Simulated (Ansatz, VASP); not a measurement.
## One calculation of Pd3PbC, two programs

```
Pd Pb C
1.0
     4.28556    0.00000    0.00000
     0.00000    4.28556    0.00000
     0.00000    0.00000    4.28556
Pd Pb C
3 1 1
Direct
  0.00000 0.50000 0.50000
  0.50000 0.50000 0.00000
  0.50000 0.00000 0.50000
  0.00000 0.00000 0.00000
  0.50000 0.50000 0.50000
```

Alike in both runs: functional PBE; k mesh 6 × 6 × 6; no spin polarisation.

Ansatz relaxed the structure, and its values are those at the end. VASP's run is a single point on that final structure, the one shown.

|  | VASP | Ansatz |
| --- | --- | --- |
| version | VASP 6.6.1 | Ansatz 0.2.0 |
| potentials or method | VASP PAW PBE potentials, release 64 (Pd, Pb_d, C), cutoff 520 eV | plane waves, PAW |
| occupations | methfessel-paxton of order 1, width 0.1 eV | cold, width 0.1 eV |
| valence electrons in the cell | 48 | 72 |

|  | VASP | Ansatz | Ansatz less VASP |
| --- | --- | --- | --- |
| pressure (GPa) | 0.0 | 0.0 | -0.05 |

VASP's potentials hold 48 valence electrons a cell and Ansatz's 72, so a difference there can come from the potentials and not from the codes.

Spin-orbit coupling is off throughout.
